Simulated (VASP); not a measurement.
A run of VASP 6.6.1:

The input INCAR:

```
SYSTEM = Sc
  PREC = Accurate
  ENCUT = 520
  EDIFF = 1E-6
  ISMEAR = 0
  SIGMA = 0.15
  LREAL = .FALSE.
  LASPH = .TRUE.
  NELM = 80
  ALGO = Fast
  ISIF = 2
  LWAVE = .FALSE.
  LCHARG = .TRUE.
  GGA = PS
  LELF = .TRUE.
  LVHAR = .TRUE.
  NBANDS = 18
```

The input KPOINTS:

```
Automatic mesh
0
G
  18 18 10
  0 0 0
```

POSCAR

```
Sc
1.0
    3.4742377921      0.0000000000      0.0000000000
   -1.7371188960      3.0087781868      0.0000000000
    0.0000000000      0.0000000000      5.2680000000
Sc
2
Direct
    0.3333333333      0.6666666667      0.2500000000
    0.6666666667      0.3333333333      0.7500000000
```

Potentials or basis: VASP PAW PBE potentials, release 64 (Sc_sv).

Command:

```console
$ cat potpaw_PBE.64/Sc_sv/POTCAR > POTCAR
$ mpirun -np 1 vasp_std > vasp.out
```

Hardware: 1 thread of Intel(R) Xeon(R) Platinum 8559C (Emerald Rapids), on a shared host.

Problem. Estimate the wall time of this run.

Solution. Wall time 2.5 min on 1 thread of Intel(R) Xeon(R) Platinum 8559C (Emerald Rapids) (shared host), peak memory 0.3 GiB. Counts: scf iterations 17, k points 222.
